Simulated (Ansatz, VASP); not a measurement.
# Bi: VASP beside Ansatz

```
Bi
1.0
     2.26726    1.30900    4.11667
    -2.26726    1.30900    4.11667
     0.00000   -2.61800    4.11667
Bi
2
Direct
  0.23171 0.23171 0.23171
  0.76829 0.76829 0.76829
```

Alike in both runs: task single point; functional r2SCAN; k mesh 9 × 9 × 9; occupations methfessel-paxton of order 1, width 0.6 eV; no spin polarisation.

|  | VASP | Ansatz |
| --- | --- | --- |
| version | VASP 6.6.1 | Ansatz 0.2.0 |
| potentials or method | VASP PAW PBE potentials, release 64 (Bi_d), cutoff 520 eV | plane waves (500 eV) with PAW, scalar-relativistic |
| valence electrons in the cell | 30 | 30 |

Ansatz gave:

- pressure (GPa): 0.0

Problem. What did VASP give for the same quantities?

Solution. Pressure (GPa): -0.1.

VASP's potentials were made for PBE, not for r2SCAN. The functional is the same, so the differences come from potentials, cutoffs and numerics.

Neither program's run includes spin-orbit coupling.
